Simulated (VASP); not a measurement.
Crystal: MnSi.

```
Mn Si
1.0
     4.54800    0.00000    0.00000
     0.00000    4.54800    0.00000
     0.00000    0.00000    4.54800
Mn Si
4 4
Direct
  0.13800 0.13800 0.13800
  0.36200 0.86200 0.63800
  0.63800 0.36200 0.86200
  0.86200 0.63800 0.36200
  0.84600 0.84600 0.84600
  0.65400 0.15400 0.34600
  0.34600 0.65400 0.15400
  0.15400 0.34600 0.65400
```

| Property | Result |
| --- | --- |
| Program | VASP 6.6.1 |
| Task | relaxation of cell and atoms |
| Functional | PBE |
| Potentials or basis | VASP PAW PBE potentials, release 64 (Mn_pv, Si) |
| Cutoff | 600 eV |
| k mesh | 8 × 8 × 8 |
| Occupations | gaussian, width 0.05 eV |
| Spin | no spin polarisation |

At the start: pressure -7.2 GPa; volume 11.76 Å³/atom.

**Question.** Where does the relaxation end?

**Answer.** Over 9 steps the energy falls by 9.5 meV/atom and the volume is 11.37 Å³/atom (-3.3 %); space group P2_13 (No. 198, to 0.05 Å).

Step by step:
```csv
step,energy change (eV),largest force (eV/Å),pressure (GPa),volume (Å³)
1,0.0000,0.1973,-7.24,94.07
2,0.0541,0.2453,11.01,87.02
3,-0.0759,0.0242,-0.08,90.92
4,-0.0759,0.0235,0.16,90.86
5,-0.0759,0.0124,-0.12,90.99
6,-0.0759,0.0147,-0.07,90.95
7,-0.0759,0.0129,-0.17,90.98
8,-0.0759,0.0145,-0.12,90.96
9,-0.0760,0.0033,0.00,90.93
```

Final structure:
```yaml
crystal:
  lattice:
    - [4.49682, 0.00000, 0.00000]
    - [0.00000, 4.49682, 0.00000]
    - [0.00000, 0.00000, 4.49682]
  atoms:
    - { symbol: Mn, position: [0.13727, 0.13727, 0.13727] }
    - { symbol: Mn, position: [0.36273, 0.86273, 0.63727] }
    - { symbol: Mn, position: [0.63727, 0.36273, 0.86273] }
    - { symbol: Mn, position: [0.86273, 0.63727, 0.36273] }
    - { symbol: Si, position: [0.84561, 0.84561, 0.84561] }
    - { symbol: Si, position: [0.65439, 0.15439, 0.34561] }
    - { symbol: Si, position: [0.34561, 0.65439, 0.15439] }
    - { symbol: Si, position: [0.15439, 0.34561, 0.65439] }
```
